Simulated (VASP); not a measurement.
# CdF2 (Fm-3m) in VASP: a series of runs, part 3 of 3

VASP 6.6.1. Earlier steps stand in the parts before.

## 6. Single point, r2SCAN

This run uses another cell than the first one, of 12.35 Å³/atom.

The input, POSCAR:

```
CdF2
1.0
    2.6456748444      2.6456748444      0.0000000000
   -2.6456748444      2.6456748444      0.0000000000
    0.0000000000      2.6456748444      2.6456748444
Cd F
1 2
Direct
    0.0000000000      0.0000000000      0.0000000000
    0.2500000000      0.7500000000      0.5000000000
    0.7500000000      0.2500000000      0.5000000000
```

The input, INCAR.step1:

```
SYSTEM = CdF2
PREC = Accurate ; ENCUT = 520
ISMEAR = 0 ; SIGMA = 0.01
LREAL = .False. ; LASPH = .True.
NELM = 80 ; NBANDS = 20
GGA = PE ; ALGO = Normal
EDIFF = 1E-4 ; LWAVE = .True.
LCHARG = .False.
```

The input, INCAR.step2:

```
SYSTEM = CdF2
PREC = Accurate ; ENCUT = 520
EDIFF = 1E-6 ; ISMEAR = 0
SIGMA = 0.01 ; LREAL = .False.
LASPH = .True. ; NELM = 80
ALGO = Normal ; ISIF = 2
LWAVE = .False. ; LCHARG = .False.
METAGGA = R2SCAN ; LMIXTAU = .True.
NBANDS = 20 ; ISTART = 1
```

The input, KPOINTS:

```
regular mesh
0
Gamma
  8 8 8
  0 0 0
```

Potentials or basis: VASP PAW PBE potentials, release 64 (Cd, F).

The run is started by

```bash
$ cat potpaw_PBE.64/Cd/POTCAR potpaw_PBE.64/F/POTCAR > POTCAR
$ cp INCAR.step1 INCAR
$ mpirun -np 1 vasp_std > vasp.out
$ cp INCAR.step2 INCAR
$ mpirun -np 1 vasp_std > vasp.out
```

OUTCAR:

```text
SYSTEM = CdF2
   PREC = Accurate
   ENCUT = 520
   EDIFF = 1E-6
   ISMEAR = 0
   LREAL = .False.
   LASPH = .True.
   NELM = 80
   ISIF = 2
   METAGGA = R2SCAN
   ISTART = 1

 ion  position               nearest neighbor table
   1  0.000  0.000  0.000-   3 2.29   2 2.29   2 2.29   3 2.29   2 2.29   3 2.29   3 2.29   2 2.29

   2  0.250  0.750  0.500-   1 2.29   1 2.29   1 2.29   1 2.29
   3  0.750  0.250  0.500-   1 2.29   1 2.29   1 2.29   1 2.29

  LATTYP: Found a face centered cubic cell.
 ALAT       =     5.2913496888

  Lattice vectors:

 A1 = (   0.0000000000,   2.6456748444,   2.6456748444)
 A2 = (   2.6456748444,   0.0000000000,   2.6456748444)
 A3 = (   2.6456748444,   2.6456748444,   0.0000000000)

Analysis of symmetry for initial positions (statically):
=====================================================================
 Subroutine PRICEL returns:
 Original cell was already a primitive cell.

 Routine SETGRP: Setting up the symmetry group for a
 face centered cubic supercell.

 Subroutine GETGRP returns: Found 48 space group operations
 (whereof 48 operations were pure point group operations)
 out of a pool of 48 trial point group operations.

The static configuration has the point symmetry O_h .

Analysis of symmetry for dynamics (positions and initial velocities):
=====================================================================
 Subroutine PRICEL returns:
 Original cell was already a primitive cell.

 Routine SETGRP: Setting up the symmetry group for a
 face centered cubic supercell.

 Subroutine GETGRP returns: Found 48 space group operations
 (whereof 48 operations were pure point group operations)
 out of a pool of 48 trial point group operations.

The dynamic configuration has the point symmetry O_h .

 Subroutine INISYM returns: Found 48 space group operations
 (whereof 48 operations are pure point group operations),
 and found     1 'primitive' translations

----------------------------------------------------------------------------------------

                                     Primitive cell

  volume of cell :      37.0373

  direct lattice vectors                    reciprocal lattice vectors
     2.645674844  2.645674844  0.000000000     0.188987699  0.188987699 -0.188987699
    -2.645674844  2.645674844  0.000000000    -0.188987699  0.188987699 -0.188987699
     0.000000000  2.645674844  2.645674844     0.000000000  0.000000000  0.377975397

  length of vectors
     3.741549247  3.741549247  3.741549247     0.327336296  0.327336296  0.377975397

  position of ions in fractional coordinates (direct lattice)
     0.000000000  0.000000000  0.000000000
     0.250000000  0.750000000  0.500000000
     0.750000000  0.250000000  0.500000000

  ion indices of the primitive-cell ions
   primitive index   ion index
                 1           1
                 2           2
                 3           3

----------------------------------------------------------------------------------------

 KPOINTS: regular mesh

Automatic generation of k-mesh.
 Grid dimensions read from file:
 generate k-points for:    8    8    8

 Generating k-lattice:

  Cartesian coordinates                     Fractional coordinates (reciprocal lattice)
     0.023623462  0.023623462 -0.023623462     0.125000000  0.000000000  0.000000000
    -0.023623462  0.023623462 -0.023623462     0.000000000  0.125000000  0.000000000
     0.000000000  0.000000000  0.047246925     0.000000000  0.000000000  0.125000000

  Length of vectors
     0.040917037  0.040917037  0.047246925

  Shift w.r.t. Gamma in fractional coordinates (k-lattice)
     0.000000000  0.000000000  0.000000000

 Subroutine IBZKPT returns following result:
 ===========================================

 Found     29 irreducible k-points:

 Following reciprocal coordinates:
            Coordinates               Weight
  0.000000  0.000000  0.000000      1.000000
  0.125000  0.000000  0.000000      8.000000
  0.250000  0.000000  0.000000      8.000000
  0.375000  0.000000  0.000000      8.000000
  0.500000  0.000000  0.000000      4.000000
  0.125000  0.125000  0.000000     12.000000
[... 16 lines left out ...]
  0.375000  0.250000  0.125000     48.000000
  0.500000  0.250000  0.125000     24.000000
 [... further k-points ...]
   k-points           NKPTS =     29   k-points in BZ     NKDIM =     29   number of bands    NBANDS=     20
   number of dos      NEDOS =    301   number of ions     NIONS =      3
   total plane-waves  NPLWV =  21952
   dimension x,y,z NGX =    28 NGY =   28 NGZ =   28
   dimension x,y,z NGXF=    56 NGYF=   56 NGZF=   56
   ions per type =               1   2
   NGX,Y,Z   is equivalent  to a cutoff of  12.44, 12.44, 12.44 a.u.
   NGXF,Y,Z  is equivalent  to a cutoff of  24.88, 24.88, 24.88 a.u.
 SYSTEM =  CdF2
   PREC   = accura    normal or accurate (medium, high low for compatibility)
   ISTART =      1    job   : 0-new  1-cont  2-samecut
   ICHARG =      0    charge: 1-file 2-atom 10-const
   ISPIN  =      1    spin polarized calculation?
   LNONCOLLINEAR =      F non collinear calculations
   LSORBIT =      F    spin-orbit coupling
   LASPH  =      T    aspherical Exc in radial PAW
   ENCUT  =  520.0 eV  38.22 Ry    6.18 a.u.   6.96  6.96  6.96*2*pi/ulx,y,z
   NELM   =     80;   NELMIN=  2; NELMDL=  0     # of ELM steps
   EDIFF  = 0.1E-05   stopping-criterion for ELM
   LREAL  =      F    real-space projection
   EDIFFG = 0.1E-04   stopping-criterion for IOM
   NSW    =      0    number of steps for IOM
   IBRION =     -1    ionic relax: 0-MD 1-quasi-New 2-CG
   NFREE  =      0    steps in history (QN), initial steepest desc. (CG)
   ISIF   =      2    stress and relaxation
   ISYM   =      2    0-nonsym 1-usesym 2-fastsym
   POTIM  = 0.5000    time-step for ionic-motion
   TEBEG  =    0.0;   TEEND  =   0.0 temperature during run
   PSTRESS=    0.0 pullay stress
   NELECT =      26.0000    total number of electrons
   NUPDOWN=      -1.0000    fix difference up-down
   EMIN   =  10.00;   EMAX   =-10.00  energy-range for DOS
   EFERMI =   0.00;   METHOD = LEGACY
   ISMEAR =     0;   SIGMA  =   0.01  broadening in eV -4-tet -1-fermi 0-gaus
   EFERMI_NEDOS =   21; number of points for ismear=-14 and -15
   IALGO  =     38    algorithm
   IMIX   =      4    mixing-type and parameters
     AMIX     =   0.40;   BMIX     =  1.00
     AMIX_MAG =   1.60;   BMIX_MAG =  1.00
  volume/ion in A,a.u.               =      12.35        83.31
  Fermi-wavevector in a.u.,A,eV,Ry     =   1.454966  2.749487 28.802524  2.116926
  Thomas-Fermi vector in A             =   2.572055
   LORBIT       =      0    0 simple, 1 ext, 2 COOP (PROOUT), +10 PAW based schemes
   METAGGA = R2SCAN    functional components
   LHFCALC =     F    Hartree Fock is set to
   AEXX    =    0.0000 exact exchange contribution
   IVDW    =     0    specifies the selected vdW correction
   LEPSILON=     F    determine dielectric tensor
   LRPA    =     F    only Hartree local field effects (RPA)
 non-spin polarized calculation
 Gauss-broadening in eV      SIGMA  =   0.01
  energy-cutoff  :      520.00
  volume of cell :       37.04
 maximum number of plane-waves:      1012
   NGX = 13   NGY = 13   NGZ = 13

 number of electron      26.0000021 magnetization

 Free energy of the ion-electron system (eV)
  ---------------------------------------------------
  ext. energy  EPLUGINS =         0.00000000
  ---------------------------------------------------
  free energy    TOTEN  =       -33.65652203 eV

  energy without entropy =      -33.65652203  energy(sigma->0) =      -33.65652203

 E-fermi :  -1.3808     XC(G=0): -11.3687

 val. band max:       -1.4402527813   @ k =   0.5000   0.5000   0.2500
 cond. band min:       2.5072122568   @ k =   0.0000   0.0000   0.0000
 fundamental gap:      3.9474650381
 Fermi energy:        -1.3807636912

 k-point     1 :       0.0000    0.0000    0.0000
  band No.  band energies     occupation
      1     -23.7050      2.00000
      2     -22.4812      2.00000
      3      -7.2696      2.00000
      4      -7.2696      2.00000
      5      -7.2696      2.00000
      6      -5.7653      2.00000
[... 12 lines left out ...]
     19      19.8383      0.00000
[... 513 lines left out ...]
      4      -6.5971      2.00000
      5      -5.8880      2.00000
      6      -5.8336      2.00000
[... 12 lines left out ...]
     19      18.4749      0.00000
     20      22.4672      0.00000

 [... further k-points ...]

------------------------ aborting loop because EDIFF is reached ----------------------------------------

  FORCE on cell =-STRESS in cart. coord.  units (eV):
  Direction    XX          YY          ZZ          XY          YZ          ZX
  --------------------------------------------------------------------------------------
  -------------------------------------------------------------------------------------
  Total        1.9399945      1.9399945      1.9399945      0.0000000      0.0000000     -0.0000000
  in kB       83.9211972     83.9211972     83.9211972      0.0000000      0.0000000     -0.0000000
  external PRESSURE =      83.9211972 kB  Pullay stress =       0.0000000 kB

 VOLUME and BASIS-vectors are now :
 -----------------------------------------------------------------------------
  energy-cutoff  :      520.00
  volume of cell :       37.04
      direct lattice vectors                 reciprocal lattice vectors
     2.645674844  2.645674844  0.000000000     0.188987699  0.188987699 -0.188987699
    -2.645674844  2.645674844  0.000000000    -0.188987699  0.188987699 -0.188987699
     0.000000000  2.645674844  2.645674844     0.000000000  0.000000000  0.377975397

 POSITION                                       TOTAL-FORCE (eV/Angst)
 -----------------------------------------------------------------------------------
      0.00000      0.00000      0.00000         0.000000      0.000000      0.000000
     -1.32284      3.96851      1.32284         0.000000     -0.000000     -0.000000
      1.32284      3.96851      1.32284        -0.000000     -0.000000      0.000000
 -----------------------------------------------------------------------------------
    total drift:                                0.000000      0.000000     -0.000000

  FREE ENERGIE OF THE ION-ELECTRON SYSTEM (eV)
  ---------------------------------------------------
  free  energy   TOTEN  =       -33.6565220271 eV

  energy  without entropy=      -33.6565220271  energy(sigma->0) =      -33.65652203
```

It took 3.1 min on 1 thread of Intel Xeon 8259CL, shared host; peak memory 0.17 GiB.

What came out:

```
Free energy            : -33.6565 eV
Pressure               : 8.4 GPa
Band gap on the k mesh : 3.95 eV (least direct gap 4.37 eV)
```

Caveat: the cell stands under pressure; the PAW data sets were made with another functional, which shifts forces and pressure a little. r2SCAN opens gaps a little over a GGA but as a rule still falls short of measured ones.

## 7. Summary

| cell | gap on the mesh (eV) | pressure (GPa) |
| --- | --- | --- |
| a = 3.681 Å, angles 60.0, 60.0, 90.0°, 3 atoms | 4.13 | 16.8 |
| a = 3.717 Å, angles 60.0, 60.0, 90.0°, 3 atoms | 4.02 | 11.6 |
| a = 3.742 Å, angles 60.0, 60.0, 90.0°, 3 atoms | 3.95 | 8.4 |

Alike in all rows: task single point; level r2SCAN; potentials or basis VASP PAW PBE potentials, release 64 (Cd, F); no spin polarisation; k mesh 8 × 8 × 8; cutoff (eV) 520; smearing gaussian 0.01 eV.

Caveats: the cell stands under pressure; the PAW data sets were made with another functional, which shifts forces and pressure a little.

Total energies depend on the potentials used, so only differences within one code and one set of settings carry meaning.
